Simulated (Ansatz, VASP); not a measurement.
# AlGa3N4: VASP beside Ansatz

```
CELL_PARAMETERS angstrom
4.46763 0.00000 0.00000
0.00000 4.46763 0.00000
0.00000 0.00000 4.69101
ATOMIC_POSITIONS crystal
Al 0.00000 0.00000 0.00000
Ga 0.50000 0.50000 0.00000
Ga 0.50000 0.00000 0.50000
Ga 0.00000 0.50000 0.50000
N 0.75503 0.75503 0.24497
N 0.75503 0.24497 0.75503
N 0.24497 0.75503 0.75503
N 0.24497 0.24497 0.24497
```

Change from the starting cell: strain +0.000 along x and y, +0.050 along z, atoms carried along.

Alike in both runs: task single point; functional PBEsol; k mesh 6 × 6 × 6; occupations gaussian, width 0.05 eV; no spin polarisation.

|  | VASP | Ansatz |
| --- | --- | --- |
| version | VASP 6.6.1 | Ansatz 0.2.0 |
| potentials or method | VASP PAW PBE potentials, release 64 (Al, Ga_d, N), cutoff 520 eV | scalar-relativistic, plane waves, PAW |
| valence electrons in the cell | 62 | 62 |

VASP gave:

| Quantity | Value |
| --- | --- |
| gap on the k mesh at the Fermi level (eV) | 1.88 |
| least direct gap on the mesh (eV) | 1.88 |
| pressure (GPa) | -8.7 |
| traceless stress, the component that is largest in VASP (GPa) | -4.69 |
| rms of the force components (eV/Å) | 0.017 |

**Question.** Which values does Ansatz return?

**Answer.** gap on the k mesh at the Fermi level (eV): 1.87; least direct gap on the mesh (eV): 1.87; pressure (GPa): -8.6; traceless stress, the component that is largest in VASP (GPa): -4.67; rms of the force components (eV/Å): 0.017.

VASP's potentials were made for PBE, not for PBEsol. Atom by atom the forces differ by 0.001 eV/Å (rms over components).
